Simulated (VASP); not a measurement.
# Os (P6_3/mmc) in VASP: a series of runs

Os is run at these levels: PBE; tasks: single point, relaxation of cell and atoms.

All numbers are computed with VASP 6.6.1; they aren't measurements. Logs are shortened: lines on timing, memory, paths and dates and some standing lists are left out, and cuts for length are marked.

### Step 1. The cell of the first run

It takes space group P6_3/mmc (No. 194, hexagonal). The conventional cell has a = 2.753 Å, b = 2.753 Å, c = 4.351 Å, α = 90.00°, β = 90.00°, γ = 120.00°. Within 3.6 Å of Os (site symmetry -6m2) lie 12 Os at 2.69 to 2.75 Å.

### Step 2. Single point, PBE

The input, INCAR:

```
PREC = Accurate
ENCUT = 520
EDIFF = 1E-7
ISMEAR = 0
SIGMA = 0.1
LREAL = False
LASPH = True
NELM = 60
ALGO = Normal
ISIF = 2
LWAVE = False
LCHARG = False
GGA = PE
NBANDS = 15
```

The input, KPOINTS:

```
Automatic mesh
0
Gamma
  18 18 10
```

The input, POSCAR:

```
Os
1.0
    2.7527783818      0.0000000000      0.0000000000
   -1.3763891909      2.3839760096      0.0000000000
    0.0000000000      0.0000000000      4.3508748752
Os
2
Direct
    0.3333333333      0.6666666667      0.2500000000
    0.6666666667      0.3333333333      0.7500000000
```

Potentials or basis: VASP PAW PBE potentials, release 64 (Os).

Launch:

```sh
$ cat potpaw_PBE.64/Os/POTCAR > POTCAR
$ mpirun -np 1 vasp_std > vasp.out
```

OUTCAR:

```text
PREC = Accurate
   ENCUT = 520
   EDIFF = 1E-7
   ISMEAR = 0
   LREAL = False
   LASPH = True
   NELM = 60
   ISIF = 2
   GGA = PE

 ion  position               nearest neighbor table
   1  0.333  0.667  0.250-   2 2.69   2 2.69   2 2.69   2 2.69   2 2.69   2 2.69
   2  0.667  0.333  0.750-   1 2.69   1 2.69   1 2.69   1 2.69   1 2.69   1 2.69

  LATTYP: Found a hexagonal cell.
 ALAT       =     2.7527783818
 C/A-ratio  =     1.5805394666

  Lattice vectors:

 A1 = (   2.7527783818,   0.0000000000,   0.0000000000)
 A2 = (  -1.3763891909,   2.3839760096,   0.0000000000)
 A3 = (   0.0000000000,   0.0000000000,   4.3508748752)

Analysis of symmetry for initial positions (statically):
=====================================================================
 Subroutine PRICEL returns:
 Original cell was already a primitive cell.

 Routine SETGRP: Setting up the symmetry group for a
 hexagonal supercell.

 Subroutine GETGRP returns: Found 24 space group operations
 (whereof 12 operations were pure point group operations)
 out of a pool of 24 trial point group operations.

The static configuration has the point symmetry D_3d.
 The point group associated with its full space group is D_6h.

Analysis of symmetry for dynamics (positions and initial velocities):
=====================================================================
 Subroutine PRICEL returns:
 Original cell was already a primitive cell.

 Routine SETGRP: Setting up the symmetry group for a
 hexagonal supercell.

 Subroutine GETGRP returns: Found 24 space group operations
 (whereof 12 operations were pure point group operations)
 out of a pool of 24 trial point group operations.

The dynamic configuration has the point symmetry D_3d.
 The point group associated with its full space group is D_6h.

 Subroutine INISYM returns: Found 24 space group operations
 (whereof 12 operations are pure point group operations),
 and found     1 'primitive' translations

----------------------------------------------------------------------------------------

                                     Primitive cell

  volume of cell :      28.5529

  direct lattice vectors                    reciprocal lattice vectors
     2.752778382  0.000000000  0.000000000     0.363269345  0.209733654  0.000000000
[... 93 lines left out ...]
   ISYM   =      2    0-nonsym 1-usesym 2-fastsym
   POTIM  = 0.5000    time-step for ionic-motion
   TEBEG  =    0.0;   TEEND  =   0.0 temperature during run
   PSTRESS=    0.0 pullay stress
   NELECT =      16.0000    total number of electrons
   NUPDOWN=      -1.0000    fix difference up-down
   EMIN   =  10.00;   EMAX   =-10.00  energy-range for DOS
   EFERMI =   0.00;   METHOD = LEGACY
   ISMEAR =     0;   SIGMA  =   0.10  broadening in eV -4-tet -1-fermi 0-gaus
   EFERMI_NEDOS =   21; number of points for ismear=-14 and -15
   IALGO  =     38    algorithm
   IMIX   =      4    mixing-type and parameters
     AMIX     =   0.40;   BMIX     =  1.00
     AMIX_MAG =   1.60;   BMIX_MAG =  1.00
  volume/ion in A,a.u.               =      14.28        96.34
  Fermi-wavevector in a.u.,A,eV,Ry     =   1.349682  2.550530 24.784952  1.821643
  Thomas-Fermi vector in A             =   2.477249
   LORBIT       =      0    0 simple, 1 ext, 2 COOP (PROOUT), +10 PAW based schemes
   GGA     = PE    functional components
   LHFCALC =     F    Hartree Fock is set to
   AEXX    =    0.0000 exact exchange contribution
   IVDW    =     0    specifies the selected vdW correction
   LEPSILON=     F    determine dielectric tensor
   LRPA    =     F    only Hartree local field effects (RPA)
 non-spin polarized calculation
 Gauss-broadening in eV      SIGMA  =   0.10
  energy-cutoff  :      520.00
  volume of cell :       28.55
 maximum number of plane-waves:       786
   NGX = 11   NGY = 11   NGZ = 17

 number of electron      15.9999999 magnetization

 Free energy of the ion-electron system (eV)
  ---------------------------------------------------
  ext. energy  EPLUGINS =         0.00000000
  ---------------------------------------------------
  free energy    TOTEN  =       -22.49898819 eV

  energy without entropy =      -22.49131410  energy(sigma->0) =      -22.49515115

 E-fermi :   9.1614     XC(G=0): -13.9408

 val. band max:        9.1504915911   @ k =   0.2222   0.0556   0.3000
 cond. band min:       9.1667493037   @ k =   0.4444   0.1111   0.4000
 fundamental gap:      0.0162577126
 Fermi energy:         9.1613567827

 k-point     1 :       0.0000    0.0000    0.0000
  band No.  band energies     occupation
      1      -1.5977      2.00000
      2       1.5602      2.00000
      3       6.1962      2.00000
      4       6.1962      2.00000
      5       6.4384      2.00000
      6       7.0085      2.00000
      7       7.0085      2.00000
      8       7.6461      2.00000
      9       7.6461      2.00000
     10       9.1825      0.76518
     11      10.7958      0.00000
     12      10.7958      0.00000
     13      17.9875      0.00000
     14      23.2038      0.00000
[... 401 lines left out ...]
      2       2.6243      2.00000
      3       2.9773      2.00000
      4       5.6538      2.00000
      5       5.7178      2.00000
      6       6.6007      2.00000
      7       7.2857      2.00000
      8      10.6914      0.00000
      9      11.1103      0.00000
     10      11.5731      0.00000
     11      12.9504      0.00000
     12      15.9226      0.00000
     13      18.4081      0.00000
     14      19.5302      0.00000
     15      21.1642      0.00000

 [... further k-points ...]

------------------------ aborting loop because EDIFF is reached ----------------------------------------

  FORCE on cell =-STRESS in cart. coord.  units (eV):
  Direction    XX          YY          ZZ          XY          YZ          ZX
  --------------------------------------------------------------------------------------
  -------------------------------------------------------------------------------------
  Total       -0.0205520     -0.0205520     -0.0434804     -0.0000000      0.0000000      0.0000000
  in kB       -1.1532255     -1.1532255     -2.4397981     -0.0000000      0.0000000      0.0000000
  external PRESSURE =      -1.5820830 kB  Pullay stress =       0.0000000 kB

 VOLUME and BASIS-vectors are now :
 -----------------------------------------------------------------------------
  energy-cutoff  :      520.00
  volume of cell :       28.55
      direct lattice vectors                 reciprocal lattice vectors
     2.752778382  0.000000000  0.000000000     0.363269345  0.209733654  0.000000000
    -1.376389191  2.383976010  0.000000000     0.000000000  0.419467308  0.000000000
     0.000000000  0.000000000  4.350874875     0.000000000  0.000000000  0.229838832

 POSITION                                       TOTAL-FORCE (eV/Angst)
 -----------------------------------------------------------------------------------
     -0.00000      1.58932      1.08772         0.000000     -0.000000      0.000000
      1.37639      0.79466      3.26316        -0.000000      0.000000      0.000000
 -----------------------------------------------------------------------------------
    total drift:                               -0.000000      0.000000     -0.000000

  FREE ENERGIE OF THE ION-ELECTRON SYSTEM (eV)
  ---------------------------------------------------
  free  energy   TOTEN  =       -22.4989881946 eV

  energy  without entropy=      -22.4913141009  energy(sigma->0) =      -22.49515115
```

OSZICAR:

```text
N       E                     dE             d eps       ncg     rms          rms(c)
DAV:   1     0.100818847971E+03    0.10082E+03   -0.74622E+03  6660   0.102E+03
DAV:   2    -0.192027547409E+02   -0.12002E+03   -0.10478E+03  6681   0.324E+02
DAV:   3    -0.238983230942E+02   -0.46956E+01   -0.45213E+01  9187   0.558E+01
DAV:   4    -0.239350048600E+02   -0.36682E-01   -0.36589E-01  7060   0.513E+00
DAV:   5    -0.239352078482E+02   -0.20299E-03   -0.20298E-03  9217   0.351E-01    0.223E+01
DAV:   6    -0.228258579118E+02    0.11093E+01   -0.94214E-01  8424   0.828E+00    0.993E+00
DAV:   7    -0.225071609857E+02    0.31870E+00   -0.63275E-01  8606   0.665E+00    0.497E-01
DAV:   8    -0.225016915274E+02    0.54695E-02   -0.62578E-03  6800   0.587E-01    0.318E-01
DAV:   9    -0.224989861122E+02    0.27054E-02   -0.15550E-03  8074   0.391E-01    0.477E-02
DAV:  10    -0.224990116288E+02   -0.25517E-04   -0.62478E-05  8592   0.678E-02    0.105E-02
DAV:  11    -0.224989893017E+02    0.22327E-04   -0.41509E-06  7521   0.215E-02    0.124E-03
DAV:  12    -0.224989884578E+02    0.84393E-06   -0.86492E-08  6814   0.299E-03    0.952E-04
DAV:  13    -0.224989882367E+02    0.22110E-06   -0.81810E-09  4450   0.829E-04    0.287E-04
DAV:  14    -0.224989881946E+02    0.42065E-07   -0.20435E-09  3988   0.571E-04
   1 F= -.22498988E+02 E0= -.22495151E+02  d E =-.767409E-02
```

stdout:

```text
POSCAR found type information on POSCAR Os
 POSCAR found :  1 types and       2 ions
 scaLAPACK will be used
 LDA part: xc-table for (Slater+PW92), standard interpolation
 POSCAR, INCAR and KPOINTS ok, starting setup
 FFT: planning ... GRIDC
 FFT: planning ... GRID_SOFT
 FFT: planning ... GRID
 WAVECAR not read
 entering main loop
```

It took 59 s on 1 thread of Intel Xeon Platinum 8488C (Sapphire Rapids), shared host; peak memory 0.2 GiB.

What came out:

| Item | Value |
| --- | --- |
| Free energy | -22.4990 eV |
| Pressure | -0.2 GPa |
| Band gap on the k mesh | zero (bands 8 and 9 overlap by 3.80 eV) |

Caveat: spin-orbit coupling is left out, which moves the levels of the heavy elements.

### Step 3. Relaxation of cell and atoms, PBE

The input, INCAR:

```
PREC = Accurate
ENCUT = 600
EDIFF = 1E-6
ISMEAR = 0
SIGMA = 0.1
LREAL = False
LASPH = True
NELM = 100
ALGO = Normal
ISIF = 3
LWAVE = False
LCHARG = False
GGA = PE
IBRION = 2
NSW = 100
EDIFFG = -0.005
```

KPOINTS is that of step 2.

The input, POSCAR:

```
Os
1.0
    2.7513420408      0.0000000000      0.0000000000
   -1.3756710204      2.3827321018      0.0000000000
    0.0000000000      0.0000000000      4.3553320125
Os
2
Direct
    0.3333333333      0.6666666667      0.2500000000
    0.6666666667      0.3333333333      0.7500000000
```

Potentials or basis: VASP PAW PBE potentials, release 64 (Os).

Launch:

```sh
$ cat potpaw_PBE.64/Os/POTCAR > POTCAR
$ mpirun -np 1 vasp_std > vasp.out
```

Run time: 1.9 min. Hardware: 1 thread of Intel Xeon Platinum 8488C (Sapphire Rapids), shared host; peak memory 0.23 GiB.

Results (log left out):

```
Free energy               : -22.5007 eV
Energy gained by relaxing : 0.0 meV/atom
Ionic steps               : 6
Pressure after relaxing   : 0.0 GPa
Band gap on the k mesh    : zero (bands 8 and 9 overlap by 3.80 eV)
```

Final structure:
```yaml
crystal:
  lattice:
    - [2.75292, 0.00000, 0.00000]
    - [-1.37646, 2.38410, 0.00000]
    - [0.00000, 0.00000, 4.35032]
  atoms:
    - { symbol: Os, position: [0.33333, 0.66667, 0.25000] }
    - { symbol: Os, position: [0.66667, 0.33333, 0.75000] }
```

Levels at points of the mesh, in eV from the Fermi level:
```
           k point  band 5  band 6  band 7  band 8  band 9  band 10  band 11  band 12
(0.00, 0.00, 0.00)   -2.72   -2.15   -2.15   -1.52   -1.52     0.02     1.63     1.63
(0.50, 0.00, 0.00)   -2.86   -2.51   -1.84    1.96    2.50     2.62     4.28     5.56
(0.00, 0.00, 0.50)   -3.16   -3.16   -3.16   -3.16    0.86     0.86     0.86     0.86
(0.50, 0.00, 0.50)   -1.17   -1.17   -0.16   -0.16    2.29     2.29     3.21     3.21
```

Caveat: spin-orbit coupling is left out, which moves the levels of the heavy elements.
